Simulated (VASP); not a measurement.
# CaO (P6_3/mmc) in VASP: notebook

CaO is run at these levels: r2SCAN, PBE; tasks: single point.

All numbers are computed with VASP 6.6.1; they aren't measurements. Logs are shortened: lines on timing, memory, paths and dates and some standing lists are left out, and cuts for length are marked.

## (1) The cell of the first run

Symmetry: P6_3/mmc, No. 194, hexagonal system. The conventional cell has a = 3.320 Å, b = 3.320 Å, c = 5.814 Å, α = 90.00°, β = 90.00°, γ = 120.00°. Within 3.2 Å of Ca (site symmetry -3m) lie 6 O at 2.41 Å and 2 Ca at 2.91 Å. O (site symmetry -6m2) has 6 Ca at 2.41 Å within 3.2 Å.

## (2) Single point, r2SCAN

Contents of POSCAR:

```
CaO
1.0
    3.3199366430      0.0000000000      0.0000000000
   -1.6599683215      2.8751494718      0.0000000000
    0.0000000000      0.0000000000      5.8143085412
Ca O
2 2
Direct
    0.0000000000      0.0000000000      0.0000000000
    0.0000000000      0.0000000000      0.5000000000
    0.3333333333      0.6666666667      0.2500000000
    0.6666666667      0.3333333333      0.7500000000
```

Contents of INCAR.step1:

```
SYSTEM = CaO
PREC = Accurate
ENCUT = 520
ISMEAR = 0
SIGMA = 0.01
LREAL = .False.
LASPH = .True.
NELM = 60
NBANDS = 24
GGA = PE
ALGO = Normal
EDIFF = 1E-4
LWAVE = .True.
LCHARG = .False.
```

Contents of INCAR.step2:

```
SYSTEM = CaO
PREC = Accurate
ENCUT = 520
EDIFF = 1E-6
ISMEAR = 0
SIGMA = 0.01
LREAL = .False.
LASPH = .True.
NELM = 60
ALGO = Normal
ISIF = 2
LWAVE = .False.
LCHARG = .True.
METAGGA = R2SCAN
LMIXTAU = .True.
LELF = .True.
LVHAR = .True.
NBANDS = 24
ISTART = 1
```

Contents of KPOINTS:

```
regular mesh
0
Gamma
  9 9 4
  0 0 0
```

Potentials or basis: VASP PAW PBE potentials, release 64 (Ca_sv, O).

Launch:

```bash
$ cat potpaw_PBE.64/Ca_sv/POTCAR potpaw_PBE.64/O/POTCAR > POTCAR
$ cp INCAR.step1 INCAR
$ mpirun -np 1 vasp_std > vasp.out
$ cp INCAR.step2 INCAR
$ mpirun -np 1 vasp_std > vasp.out
```

OUTCAR:

```text
SYSTEM = CaO
   PREC = Accurate
   ENCUT = 520
   EDIFF = 1E-6
   ISMEAR = 0
   LREAL = .False.
   LASPH = .True.
   NELM = 60
   ISIF = 2
   METAGGA = R2SCAN
   ISTART = 1

 ion  position               nearest neighbor table
   1  0.000  0.000  0.000-   3 2.41   4 2.41   4 2.41   3 2.41   4 2.41   3 2.41   2 2.91   2 2.91

   2  0.000  0.000  0.500-   3 2.41   4 2.41   4 2.41   3 2.41   4 2.41   3 2.41   1 2.91   1 2.91

   3  0.333  0.667  0.250-   1 2.41   2 2.41   1 2.41   2 2.41   1 2.41   2 2.41
   4  0.667  0.333  0.750-   1 2.41   2 2.41   1 2.41   2 2.41   1 2.41   2 2.41

  LATTYP: Found a hexagonal cell.
 ALAT       =     3.3199366430
 C/A-ratio  =     1.7513311748

  Lattice vectors:

 A1 = (   3.3199366430,   0.0000000000,   0.0000000000)
 A2 = (  -1.6599683215,   2.8751494718,   0.0000000000)
 A3 = (   0.0000000000,   0.0000000000,   5.8143085412)

Analysis of symmetry for initial positions (statically):
=====================================================================
 Subroutine PRICEL returns:
 Original cell was already a primitive cell.

 Routine SETGRP: Setting up the symmetry group for a
 hexagonal supercell.

 Subroutine GETGRP returns: Found 24 space group operations
 (whereof 12 operations were pure point group operations)
 out of a pool of 24 trial point group operations.

The static configuration has the point symmetry D_3d.
 The point group associated with its full space group is D_6h.

Analysis of symmetry for dynamics (positions and initial velocities):
=====================================================================
 Subroutine PRICEL returns:
 Original cell was already a primitive cell.

 Routine SETGRP: Setting up the symmetry group for a
 hexagonal supercell.

 Subroutine GETGRP returns: Found 24 space group operations
 (whereof 12 operations were pure point group operations)
 out of a pool of 24 trial point group operations.

The dynamic configuration has the point symmetry D_3d.
 The point group associated with its full space group is D_6h.

 Subroutine INISYM returns: Found 24 space group operations
 (whereof 12 operations are pure point group operations),
 and found     1 'primitive' translations

----------------------------------------------------------------------------------------

                                     Primitive cell

  volume of cell :      55.4994

  direct lattice vectors                    reciprocal lattice vectors
     3.319936643  0.000000000  0.000000000     0.301210567  0.173904002  0.000000000
    -1.659968322  2.875149472  0.000000000     0.000000000  0.347808004  0.000000000
     0.000000000  0.000000000  5.814308541     0.000000000  0.000000000  0.171989497

  length of vectors
     3.319936643  3.319936643  5.814308541     0.347808004  0.347808004  0.171989497

  position of ions in fractional coordinates (direct lattice)
     0.000000000  0.000000000  0.000000000
     0.000000000  0.000000000  0.500000000
     0.333333333  0.666666667  0.250000000
     0.666666667  0.333333333  0.750000000

  ion indices of the primitive-cell ions
   primitive index   ion index
                 1           1
                 2           2
                 3           3
                 4           4

----------------------------------------------------------------------------------------

 KPOINTS: regular mesh

Automatic generation of k-mesh.
 Grid dimensions read from file:
 generate k-points for:    9    9    4

 Generating k-lattice:

  Cartesian coordinates                     Fractional coordinates (reciprocal lattice)
     0.033467841  0.019322667  0.000000000     0.111111111  0.000000000  0.000000000
     0.000000000  0.038645334  0.000000000     0.000000000  0.111111111  0.000000000
     0.000000000  0.000000000  0.042997374     0.000000000  0.000000000  0.250000000

  Length of vectors
     0.038645334  0.038645334  0.042997374

  Shift w.r.t. Gamma in fractional coordinates (k-lattice)
     0.000000000  0.000000000  0.000000000

 Subroutine IBZKPT returns following result:
 ===========================================

 Found     36 irreducible k-points:

 Following reciprocal coordinates:
            Coordinates               Weight
  0.000000  0.000000  0.000000      1.000000
  0.111111 -0.000000  0.000000      6.000000
  0.222222  0.000000  0.000000      6.000000
  0.333333 -0.000000  0.000000      6.000000
  0.444444  0.000000  0.000000      6.000000
  0.111111  0.111111  0.000000      6.000000
[... 16 lines left out ...]
  0.333333  0.222222  0.250000     24.000000
  0.333333  0.333333  0.250000      4.000000
 [... further k-points ...]
   k-points           NKPTS =     36   k-points in BZ     NKDIM =     36   number of bands    NBANDS=     24
   number of dos      NEDOS =    301   number of ions     NIONS =      4
   total plane-waves  NPLWV =  37632
   dimension x,y,z NGX =    28 NGY =   28 NGZ =   48
   dimension x,y,z NGXF=    56 NGYF=   56 NGZF=   96
   ions per type =               2   2
   NGX,Y,Z   is equivalent  to a cutoff of  14.02, 14.02, 13.72 a.u.
   NGXF,Y,Z  is equivalent  to a cutoff of  28.04, 28.04, 27.45 a.u.
 SYSTEM =  CaO
   PREC   = accura    normal or accurate (medium, high low for compatibility)
   ISTART =      1    job   : 0-new  1-cont  2-samecut
   ICHARG =      0    charge: 1-file 2-atom 10-const
   ISPIN  =      1    spin polarized calculation?
   LNONCOLLINEAR =      F non collinear calculations
   LSORBIT =      F    spin-orbit coupling
   LASPH  =      T    aspherical Exc in radial PAW
   ENCUT  =  520.0 eV  38.22 Ry    6.18 a.u.   6.17  6.17 10.81*2*pi/ulx,y,z
   NELM   =     60;   NELMIN=  2; NELMDL=  0     # of ELM steps
   EDIFF  = 0.1E-05   stopping-criterion for ELM
   LREAL  =      F    real-space projection
   EDIFFG = 0.1E-04   stopping-criterion for IOM
   NSW    =      0    number of steps for IOM
   IBRION =     -1    ionic relax: 0-MD 1-quasi-New 2-CG
   NFREE  =      0    steps in history (QN), initial steepest desc. (CG)
   ISIF   =      2    stress and relaxation
   ISYM   =      2    0-nonsym 1-usesym 2-fastsym
   POTIM  = 0.5000    time-step for ionic-motion
   TEBEG  =    0.0;   TEEND  =   0.0 temperature during run
   PSTRESS=    0.0 pullay stress
   NELECT =      32.0000    total number of electrons
   NUPDOWN=      -1.0000    fix difference up-down
   EMIN   =  10.00;   EMAX   =-10.00  energy-range for DOS
   EFERMI =   0.00;   METHOD = LEGACY
   ISMEAR =     0;   SIGMA  =   0.01  broadening in eV -4-tet -1-fermi 0-gaus
   EFERMI_NEDOS =   21; number of points for ismear=-14 and -15
   IALGO  =     38    algorithm
   IMIX   =      4    mixing-type and parameters
     AMIX     =   0.40;   BMIX     =  1.00
     AMIX_MAG =   1.60;   BMIX_MAG =  1.00
  volume/ion in A,a.u.               =      13.87        93.63
  Fermi-wavevector in a.u.,A,eV,Ry     =   1.362580  2.574903 25.260912  1.856625
  Thomas-Fermi vector in A             =   2.489057
   LORBIT       =      0    0 simple, 1 ext, 2 COOP (PROOUT), +10 PAW based schemes
   METAGGA = R2SCAN    functional components
   LHFCALC =     F    Hartree Fock is set to
   AEXX    =    0.0000 exact exchange contribution
   IVDW    =     0    specifies the selected vdW correction
   LEPSILON=     F    determine dielectric tensor
   LRPA    =     F    only Hartree local field effects (RPA)
 non-spin polarized calculation
 Gauss-broadening in eV      SIGMA  =   0.01
  energy-cutoff  :      520.00
  volume of cell :       55.50
 maximum number of plane-waves:      1518
 NGX is ok and might be reduce to    28
   NGX = 13   NGY = 13   NGZ = 21

 number of electron      31.9999996 magnetization

 Free energy of the ion-electron system (eV)
  ---------------------------------------------------
  ext. energy  EPLUGINS =         0.00000000
  ---------------------------------------------------
  free energy    TOTEN  =       -38.24841595 eV

  energy without entropy =      -38.24841595  energy(sigma->0) =      -38.24841595

 E-fermi :   2.2890     XC(G=0): -11.0654

 val. band max:        2.1573838566   @ k =   0.0000   0.0000   0.0000
 cond. band min:       6.5598805850   @ k =   0.0000   0.0000   0.0000
 fundamental gap:      4.4024967284
 Fermi energy:         2.2889600571

 k-point     1 :       0.0000    0.0000    0.0000
  band No.  band energies     occupation
      1     -37.3358      2.00000
      2     -37.1673      2.00000
      3     -18.6400      2.00000
      4     -17.2095      2.00000
      5     -17.2095      2.00000
      6     -17.0742      2.00000
[... 16 lines left out ...]
     23      10.7117      0.00000
     24      11.3258      0.00000

 k-point     2 :       0.1111   -0.0000    0.0000
  band No.  band energies     occupation
      1     -37.3255      2.00000
      2     -37.1587      2.00000
      3     -18.5808      2.00000
      4     -17.3702      2.00000
      5     -17.2269      2.00000
      6     -17.1414      2.00000
[... 16 lines left out ...]
     23      10.7874      0.00000
     24      11.6684      0.00000

 k-point     3 :       0.2222    0.0000    0.0000
  band No.  band energies     occupation
      1     -37.2991      2.00000
      2     -37.1370      2.00000
      3     -18.4264      2.00000
      4     -17.7116      2.00000
      5     -17.3083      2.00000
      6     -17.2706      2.00000
[... 16 lines left out ...]
     23      11.0967      0.00000
     24      11.4451      0.00000

 k-point     4 :       0.3333   -0.0000    0.0000
  band No.  band energies     occupation
      1     -37.2689      2.00000
      2     -37.1121      2.00000
      3     -18.2777      2.00000
      4     -17.9874      2.00000
      5     -17.4922      2.00000
      6     -17.3197      2.00000
[... 16 lines left out ...]
     23      11.5707      0.00000
     24      11.8385      0.00000

 k-point     5 :       0.4444    0.0000    0.0000
  band No.  band energies     occupation
      1     -37.2491      2.00000
      2     -37.0957      2.00000
      3     -18.3279      2.00000
      4     -17.9807      2.00000
      5     -17.6091      2.00000
      6     -17.3515      2.00000
[... 451 lines left out ...]
 k-point    22 :       0.2222    0.2222    0.2500
  band No.  band energies     occupation
      1     -37.2334      2.00000
      2     -37.1241      2.00000
      3     -18.0055      2.00000
      4     -17.9918      2.00000
      5     -17.5805      2.00000
      6     -17.4461      2.00000
[... 16 lines left out ...]
     23      11.1846      0.00000
     24      12.0339      0.00000

 k-point    23 :       0.3333    0.2222    0.2500
  band No.  band energies     occupation
      1     -37.2186      2.00000
      2     -37.1112      2.00000
      3     -18.0585      2.00000
      4     -17.8629      2.00000
      5     -17.6914      2.00000
      6     -17.5368      2.00000
[... 16 lines left out ...]
     23      11.3969      0.00000
     24      12.0936      0.00000

 k-point    24 :       0.3333    0.3333    0.2500
  band No.  band energies     occupation
      1     -37.2135      2.00000
      2     -37.1067      2.00000
      3     -17.8886      2.00000
      4     -17.8886      2.00000
      5     -17.8271      2.00000
      6     -17.4996      2.00000
[... 16 lines left out ...]
     23      11.2280      0.00000
     24      11.9005      0.00000

 [... further k-points ...]
[... 5 lines left out ...]
  --------------------------------------------------------------------------------------
  -------------------------------------------------------------------------------------
  Total        0.3385791      0.3385791      0.4111093      0.0000000      0.0000000      0.0000000
  in kB        9.7742274      9.7742274     11.8680554      0.0000000      0.0000000      0.0000000
  external PRESSURE =      10.4721701 kB  Pullay stress =       0.0000000 kB

 VOLUME and BASIS-vectors are now :
 -----------------------------------------------------------------------------
  energy-cutoff  :      520.00
  volume of cell :       55.50
      direct lattice vectors                 reciprocal lattice vectors
     3.319936643  0.000000000  0.000000000     0.301210567  0.173904002  0.000000000
    -1.659968322  2.875149472  0.000000000     0.000000000  0.347808004  0.000000000
     0.000000000  0.000000000  5.814308541     0.000000000  0.000000000  0.171989497

 POSITION                                       TOTAL-FORCE (eV/Angst)
 -----------------------------------------------------------------------------------
      0.00000      0.00000      0.00000         0.000000      0.000000      0.000000
      0.00000      0.00000      2.90715         0.000000      0.000000      0.000000
     -0.00000      1.91677      1.45358        -0.000000     -0.000000     -0.000000
      1.65997      0.95838      4.36073         0.000000      0.000000      0.000000
 -----------------------------------------------------------------------------------
    total drift:                                0.000000     -0.000000      0.000000

  FREE ENERGIE OF THE ION-ELECTRON SYSTEM (eV)
  ---------------------------------------------------
  free  energy   TOTEN  =       -38.2484159542 eV

  energy  without entropy=      -38.2484159542  energy(sigma->0) =      -38.24841595
```

Run time: 3.4 min. Hardware: 1 thread of Intel Xeon 6975P-C, shared host; peak memory 0.22 GiB.

What came out:

| Property | Result |
| --- | --- |
| Free energy | -38.2484 eV |
| Pressure | 1.0 GPa |
| Band gap on the k mesh | 4.40 eV, direct |

Stress tensor (GPa, compression positive):
```
0.98 0.00 0.00
0.00 0.98 0.00
0.00 0.00 1.19
```

Caveat: the PAW data sets were made with another functional, which shifts forces and pressure a little. r2SCAN opens gaps a little over a GGA but as a rule still falls short of measured ones.

[end of part 1 of 2]
